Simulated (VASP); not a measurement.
# GaB2As3 (P4mm) in VASP: single point with PBE

Aim: the single point of GaB2As3 with PBE.

Everything below comes from runs of VASP 6.6.1. Logs are shortened: lines on timing, memory, paths and dates and some standing lists are left out, and cuts for length are marked.

## 1. The cell of the first run

It takes space group P4mm (No. 99, tetragonal). The conventional cell has a = 3.732 Å, b = 3.732 Å, c = 7.548 Å, α = 90.00°, β = 90.00°, γ = 90.00°. Within 3.5 Å of Ga (site symmetry 4mm) lie 5 B at 2.68 to 2.75 Å and 4 As at 2.83 Å. Within 2.4 Å of B (site symmetry 4mm) lie 1 As at 1.82 Å. Within 3.4 Å of B (site symmetry 4mm) lie 4 As at 2.55 Å and 1 Ga at 2.68 Å and 4 B at 3.25 Å. As (site symmetry 2mm) has 2 B at 2.55 Å and 6 As at 2.64 to 2.81 Å within 3.4 Å. As (site symmetry 4mm) has 1 B at 1.82 Å within 2.4 Å.

The cell was generated, and may not be a known phase.

## 2. Single point, PBE

INCAR reads:

```
PREC = Accurate
ENCUT = 560
EDIFF = 1E-6
ISMEAR = 0
SIGMA = 0.1
LREAL = False
LASPH = True
NELM = 120
ALGO = Normal
ISIF = 2
LWAVE = False
LCHARG = False
GGA = PE
NBANDS = 41
GGA_COMPAT = False
```

KPOINTS reads:

```
regular mesh
0
Gamma
  6 6 2
```

POSCAR reads:

```
GaB2As3
1.0
    3.7324809400      0.0000000000      0.0000000000
    0.0000000000      3.7324809400      0.0000000000
    0.0000000000      0.0000000000      7.5477558700
Ga B As
1 2 3
Direct
    0.5000000000      0.5000000000      0.7029737000
    0.0000000000      0.0000000000      0.5988498400
    0.5000000000      0.5000000000      0.3479174100
    0.5000000000      0.0000000000      0.1183116100
    0.0000000000      0.5000000000      0.1183116100
    0.0000000000      0.0000000000      0.8395398300
```

Potentials or basis: VASP PAW PBE potentials, release 64 (Ga_d, B, As_d).

Launch:

```sh
$ cat potpaw_PBE.64/Ga_d/POTCAR potpaw_PBE.64/B/POTCAR potpaw_PBE.64/As_d/POTCAR > POTCAR
$ mpirun -np 1 vasp_std > vasp.out
```

OUTCAR:

```text
PREC = Accurate
   ENCUT = 560
   EDIFF = 1E-6
   ISMEAR = 0
   LREAL = False
   LASPH = True
   NELM = 120
   ISIF = 2
   GGA = PE

 ion  position               nearest neighbor table
   1  0.500  0.500  0.703-   6 2.83   6 2.83   6 2.83   6 2.83
   2  0.000  0.000  0.599-   6 1.82
   3  0.500  0.500  0.348-
   4  0.500  0.000  0.118-   5 2.64   5 2.64   5 2.64   5 2.64   6 2.81   6 2.81
   5  0.000  0.500  0.118-   4 2.64   4 2.64   4 2.64   4 2.64   6 2.81   6 2.81
   6  0.000  0.000  0.840-   2 1.82   4 2.81   5 2.81   5 2.81   4 2.81   1 2.83   1 2.83   1 2.83
                             1 2.83

  LATTYP: Found a simple tetragonal cell.
 ALAT       =     3.7324809400
 C/A-ratio  =     2.0221820262

  Lattice vectors:

 A1 = (   3.7324809400,   0.0000000000,   0.0000000000)
 A2 = (   0.0000000000,   3.7324809400,   0.0000000000)
 A3 = (   0.0000000000,   0.0000000000,   7.5477558700)

Analysis of symmetry for initial positions (statically):
=====================================================================
 Subroutine PRICEL returns:
 Original cell was already a primitive cell.

 Routine SETGRP: Setting up the symmetry group for a
 simple tetragonal supercell.

 Subroutine GETGRP returns: Found  8 space group operations
 (whereof  8 operations were pure point group operations)
 out of a pool of 16 trial point group operations.

The static configuration has the point symmetry C_4v.

Analysis of symmetry for dynamics (positions and initial velocities):
=====================================================================
 Subroutine PRICEL returns:
 Original cell was already a primitive cell.

 Routine SETGRP: Setting up the symmetry group for a
 simple tetragonal supercell.

 Subroutine GETGRP returns: Found  8 space group operations
 (whereof  8 operations were pure point group operations)
 out of a pool of 16 trial point group operations.

The dynamic configuration has the point symmetry C_4v.

 Subroutine INISYM returns: Found  8 space group operations
 (whereof  8 operations are pure point group operations),
 and found     1 'primitive' translations

----------------------------------------------------------------------------------------

                                     Primitive cell

  volume of cell :     105.1509

[... 90 lines left out ...]
   NELM   =    120;   NELMIN=  2; NELMDL= -5     # of ELM steps
   EDIFF  = 0.1E-05   stopping-criterion for ELM
   LREAL  =      F    real-space projection
   EDIFFG = 0.1E-04   stopping-criterion for IOM
   NSW    =      0    number of steps for IOM
   IBRION =     -1    ionic relax: 0-MD 1-quasi-New 2-CG
   NFREE  =      0    steps in history (QN), initial steepest desc. (CG)
   ISIF   =      2    stress and relaxation
   ISYM   =      2    0-nonsym 1-usesym 2-fastsym
   POTIM  = 0.5000    time-step for ionic-motion
   TEBEG  =    0.0;   TEEND  =   0.0 temperature during run
   PSTRESS=    0.0 pullay stress
   NELECT =      64.0000    total number of electrons
   NUPDOWN=      -1.0000    fix difference up-down
   EMIN   =  10.00;   EMAX   =-10.00  energy-range for DOS
   EFERMI =   0.00;   METHOD = LEGACY
   ISMEAR =     0;   SIGMA  =   0.10  broadening in eV -4-tet -1-fermi 0-gaus
   EFERMI_NEDOS =   21; number of points for ismear=-14 and -15
   IALGO  =     38    algorithm
   IMIX   =      4    mixing-type and parameters
     AMIX     =   0.40;   BMIX     =  1.00
     AMIX_MAG =   1.60;   BMIX_MAG =  1.00
  volume/ion in A,a.u.               =      17.53       118.27
  Fermi-wavevector in a.u.,A,eV,Ry     =   1.387385  2.621778 26.189017  1.924838
  Thomas-Fermi vector in A             =   2.511612
   LORBIT       =      0    0 simple, 1 ext, 2 COOP (PROOUT), +10 PAW based schemes
   GGA     = PE    functional components
   LHFCALC =     F    Hartree Fock is set to
   AEXX    =    0.0000 exact exchange contribution
   IVDW    =     0    specifies the selected vdW correction
   LEPSILON=     F    determine dielectric tensor
   LRPA    =     F    only Hartree local field effects (RPA)
 non-spin polarized calculation
 Gauss-broadening in eV      SIGMA  =   0.10
  energy-cutoff  :      560.00
  volume of cell :      105.15
 maximum number of plane-waves:      3186
 NGX is ok and might be reduce to    30
   NGX = 15   NGY = 15   NGZ = 29

 number of electron      63.9999986 magnetization

 Free energy of the ion-electron system (eV)
  ---------------------------------------------------
  ext. energy  EPLUGINS =         0.00000000
  ---------------------------------------------------
  free energy    TOTEN  =       -22.39959488 eV

  energy without entropy =      -22.38637202  energy(sigma->0) =      -22.39298345

 E-fermi :   3.7942     XC(G=0): -10.6410

 val. band max:        3.7896227792   @ k =   0.1667   0.1667   0.5000
 cond. band min:       3.8473124802   @ k =   0.3333   0.1667   0.0000
 fundamental gap:      0.0576897010
 Fermi energy:         3.7941677966

 k-point     1 :       0.0000    0.0000    0.0000
  band No.  band energies     occupation
      1     -32.6374      2.00000
      2     -32.5830      2.00000
      3     -32.5277      2.00000
      4     -32.5205      2.00000
      5     -32.5205      2.00000
      6     -32.5041      2.00000
[... 869 lines left out ...]
     40      10.9945      0.00000
     41      11.4784      0.00000

------------------------ aborting loop because EDIFF is reached ----------------------------------------

  FORCE on cell =-STRESS in cart. coord.  units (eV):
  Direction    XX          YY          ZZ          XY          YZ          ZX
  --------------------------------------------------------------------------------------
  -------------------------------------------------------------------------------------
  Total        1.8764387      1.8764387      5.5966784      0.0000000      0.0000000      0.0000000
  in kB       28.5911692     28.5911692     85.2762103      0.0000000      0.0000000      0.0000000
  external PRESSURE =      47.4861829 kB  Pullay stress =       0.0000000 kB

 VOLUME and BASIS-vectors are now :
 -----------------------------------------------------------------------------
  energy-cutoff  :      560.00
  volume of cell :      105.15
      direct lattice vectors                 reciprocal lattice vectors
     3.732480940  0.000000000  0.000000000     0.267918314  0.000000000  0.000000000
     0.000000000  3.732480940  0.000000000     0.000000000  0.267918314  0.000000000
     0.000000000  0.000000000  7.547755870     0.000000000  0.000000000  0.132489712

 POSITION                                       TOTAL-FORCE (eV/Angst)
 -----------------------------------------------------------------------------------
      1.86624      1.86624      5.30587         0.000000     -0.000000     -1.831496
      0.00000      0.00000      4.51997        -0.000000      0.000000     -3.217512
      1.86624      1.86624      2.62600         0.000000      0.000000     -0.024343
      1.86624      0.00000      0.89299         0.000000      0.000000      1.722708
      0.00000      1.86624      0.89299         0.000000     -0.000000      1.722708
      0.00000      0.00000      6.33664        -0.000000      0.000000      1.627936
 -----------------------------------------------------------------------------------
    total drift:                                0.000000      0.000000      0.000267

  FREE ENERGIE OF THE ION-ELECTRON SYSTEM (eV)
  ---------------------------------------------------
  free  energy   TOTEN  =       -22.3995948761 eV

  energy  without entropy=      -22.3863720180  energy(sigma->0) =      -22.39298345
```

OSZICAR:

```text
N       E                     dE             d eps       ncg     rms          rms(c)
DAV:   1     0.662135193276E+03    0.66214E+03   -0.27297E+04  2273   0.712E+03
DAV:   2     0.110810601052E+03   -0.55132E+03   -0.52147E+03  1640   0.139E+03
DAV:   3    -0.112790285159E+02   -0.12209E+03   -0.11607E+03  1752   0.239E+02
DAV:   4    -0.229214337643E+02   -0.11642E+02   -0.11305E+02  2008   0.827E+01
DAV:   5    -0.233385287317E+02   -0.41709E+00   -0.41283E+00  1862   0.178E+01    0.724E+00
DAV:   6    -0.225342073181E+02    0.80432E+00   -0.29792E+00  2672   0.115E+01    0.411E+00
DAV:   7    -0.224090106860E+02    0.12520E+00   -0.81825E-01  1918   0.480E+00    0.252E+00
DAV:   8    -0.224000276956E+02    0.89830E-02   -0.11720E-01  1984   0.215E+00    0.583E-01
DAV:   9    -0.223996969042E+02    0.33079E-03   -0.13487E-02  2159   0.873E-01    0.159E-01
DAV:  10    -0.223995558300E+02    0.14107E-03   -0.21295E-03  2280   0.289E-01    0.635E-02
DAV:  11    -0.223995730861E+02   -0.17256E-04   -0.31542E-04  2079   0.155E-01    0.307E-02
DAV:  12    -0.223995921107E+02   -0.19025E-04   -0.45473E-05  1904   0.772E-02    0.840E-03
DAV:  13    -0.223995952310E+02   -0.31203E-05   -0.97613E-06  1860   0.430E-02    0.293E-03
DAV:  14    -0.223995948761E+02    0.35485E-06   -0.10389E-06  1120   0.107E-02
   1 F= -.22399595E+02 E0= -.22392983E+02  d E =-.132229E-01
```

stdout:

```text
POSCAR found type information on POSCAR GaB As
 POSCAR found :  3 types and       6 ions
 scaLAPACK will be used
 LDA part: xc-table for (Slater+PW92), standard interpolation
 POSCAR, INCAR and KPOINTS ok, starting setup
 FFT: planning ... GRIDC
 FFT: planning ... GRID_SOFT
 FFT: planning ... GRID
 WAVECAR not read
 entering main loop
```

It took 66 s on 1 thread of Intel Xeon Platinum 8375C at 2.90GHz (Ice Lake), shared host; peak memory 0.26 GiB.

What came out:

| Item | Value |
| --- | --- |
| Free energy | -22.3996 eV |
| Pressure | 4.7 GPa |
| Largest force | 3.218 eV/Å |
| Band gap on the k mesh | zero (bands 32 and 33 overlap by 1.47 eV) |

Forces on the atoms (eV/Å):
```
Ga   0.000  0.000 -1.831
B    0.000  0.000 -3.218
B    0.000  0.000 -0.024
As   0.000  0.000  1.723
As   0.000  0.000  1.723
As   0.000  0.000  1.628
```

Caveat: the k points lie up to 0.42 Å⁻¹ apart, too coarse for converged energies and pressures of a metal; forces of over 1 eV/Å act on the atoms, so gaps and moduli don't describe the material at rest.

The gap in the log of VASP goes by the Fermi energy; the results here count the filled bands.